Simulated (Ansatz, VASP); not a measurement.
BiTe3 in VASP and in Ansatz

```xyz
4
Lattice="4.6605 0.0000 0.0000 -2.3303 4.0362 0.0000 0.0000 0.0000 8.6592" Properties=species:S:1:pos:R:3 pbc="T T T"
Bi    2.3303    1.3454    0.0000
Te    0.0000    0.0000    0.0000
Te    2.3303    1.3454    5.8705
Te    2.3303    1.3454    2.7886
```

Alike in both runs: task single point; functional PBE; k mesh 6 × 6 × 2; occupations gaussian, width 0.1 eV; no spin polarisation.

|  | VASP | Ansatz |
| --- | --- | --- |
| version | VASP 6.6.1 | Ansatz 0.2.0 |
| potentials or method | VASP PAW PBE potentials, release 64 (Bi_d, Te), cutoff 520 eV | scalar-relativistic, plane waves, PAW |
| valence electrons in the cell | 33 | 63 |

|  | VASP | Ansatz | Ansatz less VASP |
| --- | --- | --- | --- |
| gap on the k mesh at the Fermi level (eV) | none | none | - |
| pressure (GPa) | 10.0 | 10.0 | +0.03 |
| traceless stress, the component that is largest in VASP (GPa) | -4.52 | -4.52 | 0.000 |
| rms of the force components (eV/Å) | 1.173 | 1.167 | -0.0062 |

Atom by atom the forces differ by 0.006 eV/Å (rms over components). A gap of «none» marks a metal or a gap that the smearing closes. VASP's potentials hold 33 valence electrons a cell and Ansatz's 63, so a difference there can come from the potentials and not from the codes.

The k mesh is coarse, so the values compare programs but aren't converged. Neither program's run includes spin-orbit coupling.
